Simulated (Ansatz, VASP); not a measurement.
## Two plane-wave programs on Sn

```
CELL_PARAMETERS angstrom
-3.09720 3.09720 1.58878
3.09720 -3.09720 1.58878
3.09720 3.09720 -1.58878
ATOMIC_POSITIONS crystal
Sn 0.75000 0.25000 0.50000
Sn 0.00000 0.00000 0.00000
```

Alike in both runs: task single point; functional PBE; k mesh 14 × 14 × 14; occupations gaussian, width 0.1 eV; no spin polarisation.

|  | VASP | Ansatz |
| --- | --- | --- |
| version | VASP 6.6.1 | Ansatz 0.2.0 |
| potentials or method | VASP PAW PBE potentials, release 64 (Sn_d), cutoff 520 eV | scalar-relativistic, plane waves, PAW |
| valence electrons in the cell | 28 | 28 |

```csv
,VASP,Ansatz,Ansatz less VASP
gap on the k mesh at the Fermi level (eV),none,none,-
pressure (GPa),-2.7,-2.7,+0.06
"traceless stress, the component that is largest in VASP (GPa)",1.37,1.37,-0.001
```

A gap of «none» marks a metal or a gap that the smearing closes.
